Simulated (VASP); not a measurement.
# KBr: single point with PBE

Crystal: KBr.

```
CELL_PARAMETERS angstrom
2.70970 1.56445 5.36210
-2.70970 1.56445 5.36210
0.00000 -3.12889 5.36210
ATOMIC_POSITIONS crystal
K 0.50000 0.50000 0.50000
K 0.00000 0.00000 0.00000
Br 0.75105 0.75105 0.75105
Br 0.24895 0.24895 0.24895
```

```
Program                : VASP 6.6.1
Task                   : single point
Functional             : PBE
Potentials or basis    : VASP PAW PBE potentials, release 64 (K_sv, Br)
Cutoff                 : 500 eV
k mesh                 : 3 × 3 × 3
Occupations            : gaussian, width 0.15 eV
Spin                   : no spin polarisation
Dipole correction      : no
Further INCAR settings : ALGO = Normal; EDIFF = 1e-06; NBANDS = 24
```

```
Pressure               : 0.1 GPa
Largest force          : 0.028 eV/Å
Band gap on the k mesh : 3.91 eV
```

Forces in eV/Å, atoms in the order of the input:
```
K    0.000  0.000  0.000
K    0.000  0.000  0.000
Br   0.000  0.000 -0.028
Br   0.000  0.000  0.028
```

Stress tensor (GPa, compression positive):
```
-0.05  0.00  0.00
 0.00 -0.05  0.00
 0.00  0.00  0.28
```

Levels at points of the mesh, in eV from the valence-band top:
```tsv
k point	band 12	band 13	band 14	band 15	band 16	band 17	band 18	band 19	band 20	band 21
(0.00, 0.00, 0.00)	-1.20	-1.20	-0.27	-0.27	0.00	3.91	6.10	6.10	6.67	8.06
```

It took 77 s on 1 thread of Intel Xeon 8259CL (shared host), peak memory 0.31 GiB.

Caveat: the k points lie up to 0.46 Å⁻¹ apart.
